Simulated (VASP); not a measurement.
# NaF (Fmmm) in VASP: further runs

NaF is run at these levels: r2SCAN; tasks: single point.

Everything below comes from runs of VASP 6.6.1. Logs are shortened: lines on timing, memory, paths and dates and some standing lists are left out, and cuts for length are marked.

## (1) The cell of the first run

The structure is orthorhombic, space group Fmmm (No. 69). Conventional cell: a = 3.950 Å, b = 4.647 Å, c = 5.344 Å, α = 90.00°, β = 90.00°, γ = 90.00°. Within 2.7 Å of Na (site symmetry mmm) lie 6 F at 1.97 to 2.67 Å. F (site symmetry mmm) has 6 Na at 1.97 to 2.67 Å within 2.7 Å.

## (2) Single point, r2SCAN (strain -0.1500 x Voigt [1, -1, 0, 0, 0, 0])

POSCAR reads:

```
NaF
1.0
    0.0000000000      2.6717950000      2.3233000000
    1.9748050000      0.0000000000      2.3233000000
    1.9748050000      2.6717950000      0.0000000000
Na F
1 1
Direct
    0.0000000000      0.0000000000      0.0000000000
    0.5000000000      0.5000000000      0.5000000000
```

INCAR.step1 reads:

```
SYSTEM = NaF
ALGO = Normal
EDIFF = 1E-4
ENCUT = 520
GGA = PE
ISMEAR = 0
LASPH = .True.
LCHARG = .False.
LREAL = .False.
LWAVE = .True.
NBANDS = 14
NELM = 80
PREC = Accurate
SIGMA = 0.05
```

INCAR.step2 reads:

```
SYSTEM = NaF
ALGO = Normal
EDIFF = 1E-6
ENCUT = 520
ISIF = 2
ISMEAR = 0
ISTART = 1
LASPH = .True.
LCHARG = .False.
LMIXTAU = .True.
LREAL = .False.
LWAVE = .False.
METAGGA = R2SCAN
NBANDS = 14
NELM = 80
PREC = Accurate
SIGMA = 0.05
```

KPOINTS reads:

```
k-points
0
Gamma
  8 8 8
  0 0 0
```

Potentials or basis: VASP PAW PBE potentials, release 64 (Na_pv, F).

On the command line:

```sh
> cat potpaw_PBE.64/Na_pv/POTCAR potpaw_PBE.64/F/POTCAR > POTCAR
> cp INCAR.step1 INCAR
> mpirun -np 1 vasp_std > vasp.out
> cp INCAR.step2 INCAR
> mpirun -np 1 vasp_std > vasp.out
```

OUTCAR:

```text
SYSTEM = NaF
   EDIFF = 1E-6
   ENCUT = 520
   ISIF = 2
   ISMEAR = 0
   ISTART = 1
   LASPH = .True.
   LREAL = .False.
   METAGGA = R2SCAN
   NELM = 80
   PREC = Accurate

 ion  position               nearest neighbor table
   1  0.000  0.000  0.000-   2 1.97   2 1.97   2 2.32   2 2.32
   2  0.500  0.500  0.500-   1 1.97   1 1.97   1 2.32   1 2.32

  LATTYP: Found a face centered orthorhombic cell.
 ALAT       =     3.9496100000
 B/A-ratio  =     1.1764705882
 C/A-ratio  =     1.3529411765

  Lattice vectors:

 A1 = (   0.0000000000,   2.6717950000,  -2.3233000000)
 A2 = (   1.9748050000,   2.6717950000,   0.0000000000)
 A3 = (   1.9748050000,   0.0000000000,  -2.3233000000)

Analysis of symmetry for initial positions (statically):
=====================================================================
 Subroutine PRICEL returns:
 Original cell was already a primitive cell.

 Routine SETGRP: Setting up the symmetry group for a
 face centered orthorhombic supercell.

 Subroutine GETGRP returns: Found  8 space group operations
 (whereof  8 operations were pure point group operations)
 out of a pool of  8 trial point group operations.

The static configuration has the point symmetry D_2h.

Analysis of symmetry for dynamics (positions and initial velocities):
=====================================================================
 Subroutine PRICEL returns:
 Original cell was already a primitive cell.

 Routine SETGRP: Setting up the symmetry group for a
 face centered orthorhombic supercell.

 Subroutine GETGRP returns: Found  8 space group operations
 (whereof  8 operations were pure point group operations)
 out of a pool of  8 trial point group operations.

The dynamic configuration has the point symmetry D_2h.

 Subroutine INISYM returns: Found  8 space group operations
 (whereof  8 operations are pure point group operations),
 and found     1 'primitive' translations

----------------------------------------------------------------------------------------

                                     Primitive cell

  volume of cell :      24.5167

  direct lattice vectors                    reciprocal lattice vectors
     0.000000000  2.671795000  2.323300000    -0.253189555  0.187140106  0.215211122
     1.974805000  0.000000000  2.323300000     0.253189555 -0.187140106  0.215211122
     1.974805000  2.671795000  0.000000000     0.253189555  0.187140106 -0.215211122

  length of vectors
     3.540651269  3.049192955  3.322400233     0.381368847  0.381368847  0.381368847

  position of ions in fractional coordinates (direct lattice)
     0.000000000  0.000000000  0.000000000
     0.500000000  0.500000000  0.500000000

  ion indices of the primitive-cell ions
   primitive index   ion index
                 1           1
                 2           2

----------------------------------------------------------------------------------------

 KPOINTS: k-points

Automatic generation of k-mesh.
 Grid dimensions read from file:
 generate k-points for:    8    8    8

 Generating k-lattice:

  Cartesian coordinates                     Fractional coordinates (reciprocal lattice)
    -0.031648694  0.023392513  0.026901390     0.125000000  0.000000000  0.000000000
     0.031648694 -0.023392513  0.026901390     0.000000000  0.125000000 -0.000000000
     0.031648694  0.023392513 -0.026901390    -0.000000000 -0.000000000  0.125000000

  Length of vectors
     0.047671106  0.047671106  0.047671106

  Shift w.r.t. Gamma in fractional coordinates (k-lattice)
     0.000000000  0.000000000  0.000000000

 Subroutine IBZKPT returns following result:
 ===========================================

 Found     95 irreducible k-points:

 Following reciprocal coordinates:
            Coordinates               Weight
  0.000000  0.000000  0.000000      1.000000
  0.125000 -0.000000 -0.000000      8.000000
  0.250000 -0.000000 -0.000000      8.000000
  0.375000  0.000000  0.000000      8.000000
  0.500000 -0.000000 -0.000000      4.000000
  0.125000  0.125000  0.000000      2.000000
[... 16 lines left out ...]
  0.250000 -0.000000  0.125000      8.000000
  0.375000  0.000000  0.125000      8.000000
 [... further k-points ...]
   k-points           NKPTS =     95   k-points in BZ     NKDIM =     95   number of bands    NBANDS=     14
   number of dos      NEDOS =    301   number of ions     NIONS =      2
   total plane-waves  NPLWV =  18816
   dimension x,y,z NGX =    28 NGY =   24 NGZ =   28
   dimension x,y,z NGXF=    56 NGYF=   48 NGZF=   56
   ions per type =               1   1
   NGX,Y,Z   is equivalent  to a cutoff of  13.15, 13.09, 14.01 a.u.
   NGXF,Y,Z  is equivalent  to a cutoff of  26.29, 26.17, 28.02 a.u.
 SYSTEM =  NaF
   PREC   = accura    normal or accurate (medium, high low for compatibility)
   ISTART =      1    job   : 0-new  1-cont  2-samecut
   ICHARG =      0    charge: 1-file 2-atom 10-const
   ISPIN  =      1    spin polarized calculation?
   LNONCOLLINEAR =      F non collinear calculations
   LSORBIT =      F    spin-orbit coupling
   LASPH  =      T    aspherical Exc in radial PAW
   ENCUT  =  520.0 eV  38.22 Ry    6.18 a.u.   6.58  5.67  6.18*2*pi/ulx,y,z
   NELM   =     80;   NELMIN=  2; NELMDL=  0     # of ELM steps
   EDIFF  = 0.1E-05   stopping-criterion for ELM
   LREAL  =      F    real-space projection
   EDIFFG = 0.1E-04   stopping-criterion for IOM
   NSW    =      0    number of steps for IOM
   IBRION =     -1    ionic relax: 0-MD 1-quasi-New 2-CG
   NFREE  =      0    steps in history (QN), initial steepest desc. (CG)
   ISIF   =      2    stress and relaxation
   ISYM   =      2    0-nonsym 1-usesym 2-fastsym
   POTIM  = 0.5000    time-step for ionic-motion
   TEBEG  =    0.0;   TEEND  =   0.0 temperature during run
   PSTRESS=    0.0 pullay stress
   NELECT =      14.0000    total number of electrons
   NUPDOWN=      -1.0000    fix difference up-down
   EMIN   =  10.00;   EMAX   =-10.00  energy-range for DOS
   EFERMI =   0.00;   METHOD = LEGACY
   ISMEAR =     0;   SIGMA  =   0.05  broadening in eV -4-tet -1-fermi 0-gaus
   EFERMI_NEDOS =   21; number of points for ismear=-14 and -15
   IALGO  =     38    algorithm
   IMIX   =      4    mixing-type and parameters
     AMIX     =   0.40;   BMIX     =  1.00
     AMIX_MAG =   1.60;   BMIX_MAG =  1.00
  volume/ion in A,a.u.               =      12.26        82.72
  Fermi-wavevector in a.u.,A,eV,Ry     =   1.358199  2.566623 25.098716  1.844704
  Thomas-Fermi vector in A             =   2.485052
   LORBIT       =      0    0 simple, 1 ext, 2 COOP (PROOUT), +10 PAW based schemes
   METAGGA = R2SCAN    functional components
   LHFCALC =     F    Hartree Fock is set to
   AEXX    =    0.0000 exact exchange contribution
   IVDW    =     0    specifies the selected vdW correction
   LEPSILON=     F    determine dielectric tensor
   LRPA    =     F    only Hartree local field effects (RPA)
 non-spin polarized calculation
 Gauss-broadening in eV      SIGMA  =   0.05
  energy-cutoff  :      520.00
  volume of cell :       24.52
 maximum number of plane-waves:       673
 NGX is ok and might be reduce to    28
   NGX = 13   NGY = 11   NGZ = 13

 number of electron      14.0000004 magnetization

 Free energy of the ion-electron system (eV)
  ---------------------------------------------------
  ext. energy  EPLUGINS =         0.00000000
  ---------------------------------------------------
  free energy    TOTEN  =       -12.20202060 eV

  energy without entropy =      -12.20202060  energy(sigma->0) =      -12.20202060

 E-fermi :  -2.2906     XC(G=0):  -9.7502

 val. band max:       -2.5790209606   @ k =   0.0000   0.0000   0.0000
 cond. band min:       4.3502329878   @ k =   0.0000   0.0000   0.0000
 fundamental gap:      6.9292539484
 Fermi energy:        -2.2905694370

 k-point     1 :       0.0000    0.0000    0.0000
  band No.  band energies     occupation
      1     -23.0722      2.00000
      2     -21.9329      2.00000
      3     -21.8915      2.00000
      4     -21.8556      2.00000
      5      -2.7659      2.00000
      6      -2.6524      2.00000
      7      -2.5790      2.00000
      8       4.3502      0.00000
      9      16.8435      0.00000
     10      17.9335      0.00000
     11      18.9173      0.00000
     12      19.2758      0.00000
     13      20.6724      0.00000
     14      22.8044      0.00000

 k-point     2 :       0.1250   -0.0000   -0.0000
  band No.  band energies     occupation
      1     -23.2275      2.00000
      2     -21.9365      2.00000
      3     -21.8629      2.00000
      4     -21.6925      2.00000
      5      -2.9542      2.00000
      6      -2.7815      2.00000
      7      -2.6564      2.00000
      8       4.8876      0.00000
      9      15.9374      0.00000
     10      17.3277      0.00000
     11      18.6956      0.00000
     12      19.1021      0.00000
     13      22.4865      0.00000
     14      23.9947      0.00000

 k-point     3 :       0.2500   -0.0000   -0.0000
  band No.  band energies     occupation
      1     -23.4946      2.00000
      2     -21.9465      2.00000
      3     -21.8697      2.00000
      4     -21.3274      2.00000
      5      -3.5470      2.00000
      6      -2.9334      2.00000
      7      -2.7672      2.00000
      8       6.2139      0.00000
      9      13.6453      0.00000
     10      17.3336      0.00000
     11      19.1614      0.00000
     12      19.6360      0.00000
     13      22.6125      0.00000
     14      25.2225      0.00000
[... 324 lines left out ...]
 k-point    23 :       0.2500   -0.0000    0.1250
  band No.  band energies     occupation
      1     -23.2095      2.00000
      2     -21.9553      2.00000
      3     -21.8666      2.00000
      4     -21.6851      2.00000
      5      -3.3751      2.00000
      6      -2.8225      2.00000
      7      -2.7030      2.00000
      8       5.9323      0.00000
      9      14.6460      0.00000
     10      16.8398      0.00000
     11      18.5930      0.00000
     12      19.3469      0.00000
     13      23.4777      0.00000
     14      25.1811      0.00000

 k-point    24 :       0.3750    0.0000    0.1250
  band No.  band energies     occupation
      1     -23.4745      2.00000
      2     -21.9698      2.00000
      3     -21.8734      2.00000
      4     -21.3187      2.00000
      5      -3.7865      2.00000
      6      -3.0917      2.00000
      7      -2.8136      2.00000
      8       7.3828      0.00000
      9      12.9850      0.00000
     10      16.1923      0.00000
     11      18.9942      0.00000
     12      20.4032      0.00000
     13      23.0253      0.00000
     14      25.1058      0.00000

 [... further k-points ...]

------------------------ aborting loop because EDIFF is reached ----------------------------------------

  FORCE on cell =-STRESS in cart. coord.  units (eV):
  Direction    XX          YY          ZZ          XY          YZ          ZX
  --------------------------------------------------------------------------------------
  -------------------------------------------------------------------------------------
  Total        5.3458558     -0.8905244     -0.0871089      0.0000000      0.0000000      0.0000000
  in kB      349.3535693    -58.1960826     -5.6925980      0.0000000      0.0000000      0.0000000
  external PRESSURE =      95.1549629 kB  Pullay stress =       0.0000000 kB

 VOLUME and BASIS-vectors are now :
 -----------------------------------------------------------------------------
  energy-cutoff  :      520.00
  volume of cell :       24.52
      direct lattice vectors                 reciprocal lattice vectors
     0.000000000  2.671795000  2.323300000    -0.253189555  0.187140106  0.215211122
     1.974805000  0.000000000  2.323300000     0.253189555 -0.187140106  0.215211122
     1.974805000  2.671795000  0.000000000     0.253189555  0.187140106 -0.215211122

 POSITION                                       TOTAL-FORCE (eV/Angst)
 -----------------------------------------------------------------------------------
      0.00000      0.00000      0.00000         0.000000     -0.000000      0.000000
      1.97480      2.67179      2.32330        -0.000000      0.000000      0.000000
 -----------------------------------------------------------------------------------
    total drift:                                0.000000      0.000000      0.000000

  FREE ENERGIE OF THE ION-ELECTRON SYSTEM (eV)
  ---------------------------------------------------
  free  energy   TOTEN  =       -12.2020206036 eV

  energy  without entropy=      -12.2020206036  energy(sigma->0) =      -12.20202060
```

Wall time 2.3 min (1 thread of Intel Xeon 8259CL, shared host); peak memory 0.16 GiB.

Results:

```yaml
Free_energy: -12.2020 eV
Pressure: 9.5 GPa
Band_gap_on_the_k_mesh: 6.93 eV
```

Caveat: the cell differs from its parent crystal (strain -0.1500 x Voigt [1, -1, 0, 0, 0, 0]); the cell stands under pressure; the PAW data sets were made with another functional, which shifts forces and pressure a little.

## (3) Single point, r2SCAN (strain +0.0937 x Voigt [1, -1, 0, 0, 0, 0])

POSCAR reads:

```
NaF
1.0
    0.0000000000      2.1056067900      2.3233000000
    2.5409932100      0.0000000000      2.3233000000
    2.5409932100      2.1056067900      0.0000000000
Na F
1 1
Direct
    0.0000000000      0.0000000000      0.0000000000
    0.5000000000      0.5000000000      0.5000000000
```

INCAR.step1 reads:

```
PREC = Accurate
ENCUT = 520
ISMEAR = 0
SIGMA = 0.05
LREAL = False
LASPH = True
NELM = 100
NBANDS = 14
GGA = PE
ALGO = Normal
EDIFF = 1E-4
LWAVE = True
LCHARG = False
```

INCAR.step2 reads:

```
PREC = Accurate
ENCUT = 520
EDIFF = 1E-6
ISMEAR = 0
SIGMA = 0.05
LREAL = False
LASPH = True
NELM = 100
ALGO = Normal
ISIF = 2
LWAVE = False
LCHARG = False
METAGGA = R2SCAN
LMIXTAU = True
NBANDS = 14
ISTART = 1
```

KPOINTS reads:

```
Automatic mesh
0
Gamma
  8 8 8
```

Potentials or basis: VASP PAW PBE potentials, release 64 (Na_pv, F).

On the command line:

```sh
> cat potpaw_PBE.64/Na_pv/POTCAR potpaw_PBE.64/F/POTCAR > POTCAR
> cp INCAR.step1 INCAR
> mpirun -np 1 vasp_std > vasp.out
> cp INCAR.step2 INCAR
> mpirun -np 1 vasp_std > vasp.out
```

It took 2 min on 1 thread of Intel Xeon 8259CL, shared host; peak memory 0.16 GiB.

Results (log left out):

```
Free energy            : -12.4723 eV
Pressure               : 1.9 GPa
Band gap on the k mesh : 7.08 eV
```

Stress tensor (GPa, compression positive):
```
-5.91  0.00  0.00
 0.00 13.06  0.00
 0.00  0.00 -1.60
```

Levels at points of the mesh, in eV from the valence-band top:
| k point | band 3 | band 4 | band 5 | band 6 | band 7 | band 8 | band 9 | band 10 | band 11 | band 12 |
| --- | --- | --- | --- | --- | --- | --- | --- | --- | --- | --- |
| (0.00, 0.00, 0.00) | -19.41 | -19.40 | -0.04 | -0.01 | 0.00 | 7.08 | 19.38 | 20.05 | 20.67 | 22.72 |
| (0.50, 0.00, 0.00) | -19.41 | -18.72 | -1.58 | -0.37 | -0.25 | 11.58 | 13.31 | 20.12 | 22.86 | 23.18 |
| (0.50, 0.50, 0.00) | -19.48 | -19.47 | -1.31 | -0.49 | -0.28 | 13.98 | 14.23 | 14.69 | 20.37 | 22.28 |
| (0.50, 0.00, 0.50) | -19.50 | -19.50 | -1.06 | -0.66 | -0.49 | 13.05 | 15.34 | 15.40 | 19.55 | 20.56 |
| (0.00, 0.50, 0.50) | -19.44 | -19.43 | -1.40 | -0.29 | -0.22 | 12.82 | 14.60 | 14.97 | 21.82 | 22.72 |

Caveat: the cell differs from its parent crystal (strain +0.0937 x Voigt [1, -1, 0, 0, 0, 0]); the PAW data sets were made with another functional, which shifts forces and pressure a little.
